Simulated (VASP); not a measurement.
# TiCo3 (Pm-3m) in VASP: further runs, part 2 of 2

VASP 6.6.1. Earlier steps stand in the parts before.

## 3. Single point, PBEsol, collinear spin, ferromagnetic start

This run uses another cell than the first one, of 10.76 Å³/atom.

Input file INCAR:

```
SYSTEM = TiCo3
ALGO = Normal ; EDIFF = 1E-6
ENCUT = 520 ; GGA = PS
ISIF = 2 ; ISMEAR = 0
ISPIN = 2 ; LASPH = .True.
LCHARG = .False. ; LMAXMIX = 4
LORBIT = 11 ; LREAL = .False.
LWAVE = .False. ; MAGMOM = 0 0.27 0.27 0.27
NBANDS = 32 ; NELM = 150
PREC = Accurate ; SIGMA = 0.1
```

Input file KPOINTS:

```
k-points
0
Gamma
  12 12 12
  0 0 0
```

Input file POSCAR:

```
TiCo3
1.0
    3.5041774252      0.0000000000      0.0000000000
    0.0000000000      3.5041774252      0.0000000000
    0.0000000000      0.0000000000      3.5041774252
Ti Co
1 3
Direct
    0.0000000000      0.0000000000      0.0000000000
    0.0000000000      0.5000000000      0.5000000000
    0.5000000000      0.0000000000      0.5000000000
    0.5000000000      0.5000000000      0.0000000000
```

Potentials or basis: VASP PAW PBE potentials, release 64 (Ti_sv, Co).

On the command line:

```bash
$ cat potpaw_PBE.64/Ti_sv/POTCAR potpaw_PBE.64/Co/POTCAR > POTCAR
$ mpirun -np 1 vasp_std > vasp.out
```

It took 3 min on 1 thread of AMD EPYC 9R45 (Zen 5), shared host; peak memory 0.26 GiB.

The run converged. Its results:

```
Free energy                                           : -32.7158 eV
Pressure                                              : 4.3 GPa
Net moment                                            : 0.55 μB per cell
Site moments                                          : Ti -0.06; Co +0.21 μB
Valence electrons inside the program's atomic spheres : Ti 10.53; Co 8.47
```

Levels at points of the mesh, in eV from the Fermi level:
Spin up:
```tsv
k point	band 17	band 18	band 19	band 20	band 21	band 22	band 23	band 24
(0.00, 0.00, 0.00)	0.37	0.66	0.66	0.66	2.69	2.69	3.52	3.52
(0.50, 0.00, 0.00)	-0.69	-0.69	-0.66	-0.04	0.66	1.27	1.27	2.03
(0.50, 0.50, 0.00)	-1.07	-1.00	-1.00	-0.49	-0.47	1.82	1.82	2.28
(0.50, 0.50, 0.50)	-0.10	0.42	0.42	0.42	0.93	0.93	0.93	2.30
```
Spin down:
```tsv
k point	band 17	band 18	band 19	band 20	band 21	band 22
(0.00, 0.00, 0.00)	0.63	0.85	0.85	0.85	2.79	2.79
(0.50, 0.00, 0.00)	-0.53	-0.53	-0.41	0.26	0.85	1.28
(0.50, 0.50, 0.00)	-0.84	-0.72	-0.72	-0.32	-0.29	1.83
(0.50, 0.50, 0.50)	-0.07	0.63	0.63	0.63	0.93	0.93
```

Caveat: the cell stands under pressure; the PAW data sets were made with another functional, which shifts forces and pressure a little.

## 4. Single point, PBEsol, collinear spin, ferromagnetic start

This run uses another cell than the first one, of 10.98 Å³/atom.

Input file INCAR:

```
SYSTEM = TiCo3
ALGO = Normal
EDIFF = 1E-6
ENCUT = 520
GGA = PS
ISIF = 2
ISMEAR = 0
ISPIN = 2
LASPH = .True.
LCHARG = .False.
LMAXMIX = 4
LORBIT = 11
LREAL = .False.
LWAVE = .False.
MAGMOM = 0 0.3 0.3 0.3
NBANDS = 32
NELM = 150
PREC = Accurate
SIGMA = 0.1
```

Input file KPOINTS:

```
k-points
0
Gamma
  14 14 14
  0 0 0
```

Input file POSCAR:

```
TiCo3
1.0
    3.5282498927      0.0000000000      0.0000000000
    0.0000000000      3.5282498927      0.0000000000
    0.0000000000      0.0000000000      3.5282498927
Ti Co
1 3
Direct
    0.0000000000      0.0000000000      0.0000000000
    0.0000000000      0.5000000000      0.5000000000
    0.5000000000      0.0000000000      0.5000000000
    0.5000000000      0.5000000000      0.0000000000
```

On the command line:

```bash
$ cat potpaw_PBE.64/Ti_sv/POTCAR potpaw_PBE.64/Co/POTCAR > POTCAR
$ mpirun -np 1 vasp_std > vasp.out
```

Wall time 8 min (1 thread of Intel Xeon Platinum 8259CL at 2.50GHz (Skylake/Cascade Lake), shared host); peak memory 0.36 GiB.

The run converged. Its results:

```yaml
Free_energy: -32.7266 eV
Pressure: -0.9 GPa
Net_moment: 0.52 μB per cell
Site_moments: Ti -0.07; Co +0.20 μB
Valence_electrons_inside_the_program's_atomic_spheres: Ti 10.49; Co 8.43
```

Levels at points of the mesh, in eV from the Fermi level:
Spin up:
| k point | band 17 | band 18 | band 19 | band 20 | band 21 | band 22 | band 23 | band 24 |
| --- | --- | --- | --- | --- | --- | --- | --- | --- |
| (0.00, 0.00, 0.00) | 0.35 | 0.63 | 0.63 | 0.63 | 2.61 | 2.61 | 3.44 | 3.44 |
| (0.50, 0.00, 0.00) | -0.68 | -0.68 | -0.64 | -0.05 | 0.63 | 1.24 | 1.24 | 1.97 |
| (0.50, 0.50, 0.00) | -1.04 | -0.97 | -0.97 | -0.48 | -0.46 | 1.77 | 1.77 | 2.20 |
| (0.50, 0.50, 0.50) | -0.08 | 0.40 | 0.40 | 0.40 | 0.88 | 0.88 | 0.88 | 2.23 |
Spin down:
```tsv
k point	band 18	band 19	band 20	band 21	band 22	band 23
(0.00, 0.00, 0.00)	0.82	0.82	0.82	2.71	2.71	3.44
(0.50, 0.00, 0.00)	-0.52	-0.40	0.24	0.82	1.25	1.25
(0.50, 0.50, 0.00)	-0.70	-0.70	-0.32	-0.29	1.78	1.78
(0.50, 0.50, 0.50)	0.61	0.61	0.61	0.87	0.87	0.87
```

Caveat: the PAW data sets were made with another functional, which shifts forces and pressure a little.

## 5. Single point, PBEsol, collinear spin, ferromagnetic start (10.77 Å³/atom)

This run uses another cell than the first one, of 10.77 Å³/atom.

Input file INCAR:

```
PREC = Accurate
ENCUT = 520
EDIFF = 1E-7
ISMEAR = 0
SIGMA = 0.2
LREAL = False
LASPH = True
NELM = 150
ALGO = Fast
ISIF = 2
LWAVE = False
LCHARG = False
ISPIN = 2
MAGMOM = 0 0.26 0.26 0.26
LORBIT = 11
LMAXMIX = 4
GGA = PS
NBANDS = 32
```

Input file KPOINTS:

```
regular mesh
0
Gamma
  12 12 12
```

Input file POSCAR:

```
TiCo3
1.0
    3.5050513674      0.0000000000      0.0000000000
    0.0000000000      3.5050513674      0.0000000000
    0.0000000000      0.0000000000      3.5050513674
Ti Co
1 3
Direct
    0.0000000000      0.0000000000      0.0000000000
    0.0000000000      0.5000000000      0.5000000000
    0.5000000000      0.0000000000      0.5000000000
    0.5000000000      0.5000000000      0.0000000000
```

On the command line:

```bash
$ cat potpaw_PBE.64/Ti_sv/POTCAR potpaw_PBE.64/Co/POTCAR > POTCAR
$ mpirun -np 1 vasp_std > vasp.out
```

Wall time 4.9 min (1 thread of Intel Xeon Platinum 8488C (Sapphire Rapids), shared host); peak memory 0.29 GiB.

Results (log left out):

* Free energy: -32.7564 eV
* Pressure: 4.1 GPa
* Net moment: 0.27 μB per cell
* Site moments: Ti -0.03; Co +0.10 μB
* Valence electrons inside the program's atomic spheres: Ti 10.53; Co 8.47

Levels at points of the mesh, in eV from the Fermi level:
Spin up:
```csv
k point,band 16,band 17,band 18,band 19,band 20,band 21,band 22,band 23,band 24,band 25
"(0.00, 0.00, 0.00)",-0.14,0.43,0.70,0.70,0.70,2.70,2.70,3.51,3.51,3.51
"(0.50, 0.00, 0.00)",-0.84,-0.66,-0.66,-0.60,0.03,0.70,1.26,1.26,2.04,2.62
"(0.50, 0.50, 0.00)",-1.38,-1.01,-0.93,-0.93,-0.45,-0.43,1.81,1.81,2.31,2.31
"(0.50, 0.50, 0.50)",-1.06,-0.10,0.47,0.47,0.47,0.92,0.92,0.92,2.32,2.32
```
Spin down:
```
           k point  band 16  band 17  band 18  band 19  band 20  band 21  band 22  band 23  band 24  band 25
(0.00, 0.00, 0.00)     0.00     0.56     0.80     0.80     0.80     2.75     2.75     3.51     3.51     3.51
(0.50, 0.00, 0.00)    -0.71    -0.57    -0.57    -0.48     0.18     0.80     1.27     1.27     2.08     2.60
(0.50, 0.50, 0.00)    -1.36    -0.90    -0.79    -0.79    -0.37    -0.33     1.81     1.81     2.39     2.39
(0.50, 0.50, 0.50)    -1.00    -0.08     0.58     0.58     0.58     0.91     0.91     0.91     2.38     2.38
```

Caveat: the cell stands under pressure; the PAW data sets were made with another functional, which shifts forces and pressure a little.

## 6. Single point, PBEsol, collinear spin, ferromagnetic start

This run uses another cell than the first one, of 10.76 Å³/atom.

Input file INCAR:

```
SYSTEM = TiCo3
PREC = Accurate
ENCUT = 520
EDIFF = 1E-7
ISMEAR = 0
SIGMA = 0.2
LREAL = .FALSE.
LASPH = .TRUE.
NELM = 150
ALGO = Normal
ISIF = 2
LWAVE = .FALSE.
LCHARG = .FALSE.
ISPIN = 2
MAGMOM = 0 0.26 0.26 0.26
LORBIT = 11
LMAXMIX = 4
GGA = PS
NBANDS = 32
```

Input file KPOINTS:

```
regular mesh
0
G
  12 12 12
  0 0 0
```

Input file POSCAR:

```
TiCo3
1.0
    3.5045431069      0.0000000000      0.0000000000
    0.0000000000      3.5045431069      0.0000000000
    0.0000000000      0.0000000000      3.5045431069
Ti Co
1 3
Direct
    0.0000000000      0.0000000000      0.0000000000
    0.0000000000      0.5000000000      0.5000000000
    0.5000000000      0.0000000000      0.5000000000
    0.5000000000      0.5000000000      0.0000000000
```

Potentials or basis: VASP PAW PBE potentials, release 64 (Ti_sv, Co).

On the command line:

```bash
$ cat potpaw_PBE.64/Ti_sv/POTCAR potpaw_PBE.64/Co/POTCAR > POTCAR
$ mpirun -np 1 vasp_std > vasp.out
```

It took 2.8 min on 1 thread of Intel Xeon Platinum 8488C (Sapphire Rapids), shared host; peak memory 0.29 GiB.

It converged, with:

```
Free energy                                           : -32.7559 eV
Pressure                                              : 4.2 GPa
Net moment                                            : 0.22 μB per cell
Site moments                                          : Ti -0.03; Co +0.09 μB
Valence electrons inside the program's atomic spheres : Ti 10.53; Co 8.47
```

Levels at points of the mesh, in eV from the Fermi level:
Spin up:
| k point | band 17 | band 18 | band 19 | band 20 | band 21 | band 22 | band 23 | band 24 |
| --- | --- | --- | --- | --- | --- | --- | --- | --- |
| (0.00, 0.00, 0.00) | 0.44 | 0.71 | 0.71 | 0.71 | 2.71 | 2.71 | 3.51 | 3.51 |
| (0.50, 0.00, 0.00) | -0.65 | -0.65 | -0.59 | 0.04 | 0.71 | 1.26 | 1.26 | 2.04 |
| (0.50, 0.50, 0.00) | -1.00 | -0.91 | -0.91 | -0.44 | -0.42 | 1.81 | 1.81 | 2.32 |
| (0.50, 0.50, 0.50) | -0.09 | 0.48 | 0.48 | 0.48 | 0.92 | 0.92 | 0.92 | 2.33 |
Spin down:
| k point | band 18 | band 19 | band 20 | band 21 | band 22 | band 23 |
| --- | --- | --- | --- | --- | --- | --- |
| (0.00, 0.00, 0.00) | 0.79 | 0.79 | 0.79 | 2.75 | 2.75 | 3.51 |
| (0.50, 0.00, 0.00) | -0.58 | -0.49 | 0.17 | 0.79 | 1.27 | 1.27 |
| (0.50, 0.50, 0.00) | -0.80 | -0.80 | -0.38 | -0.34 | 1.82 | 1.82 |
| (0.50, 0.50, 0.50) | 0.57 | 0.57 | 0.57 | 0.92 | 0.92 | 0.92 |

Caveat: the cell stands under pressure; the PAW data sets were made with another functional, which shifts forces and pressure a little.

## 7. The runs side by side

| cell | k mesh | smearing | gap on the mesh (eV) | pressure (GPa) | moment (μB) |
| --- | --- | --- | --- | --- | --- |
| a = 3.483 Å, 4 atoms | 12 × 12 × 12 | gaussian 0.1 eV | none | 8.9 | 0.27 |
| a = 3.504 Å, 4 atoms | 12 × 12 × 12 | gaussian 0.1 eV | none | 4.3 | 0.55 |
| a = 3.528 Å, 4 atoms | 14 × 14 × 14 | gaussian 0.1 eV | none | -0.9 | 0.52 |
| a = 3.505 Å, 4 atoms | 12 × 12 × 12 | gaussian 0.2 eV | none | 4.2 | 0.22 |

Alike in all rows: task single point; level PBEsol; potentials or basis VASP PAW PBE potentials, release 64 (Ti_sv, Co); spin collinear, ferromagnetic start; cutoff (eV) 520.

Caveats: the PAW data sets were made with another functional, which shifts forces and pressure a little; the cell stands under pressure (at least some runs).

Absolute energies hang on the potentials; compare differences alone.
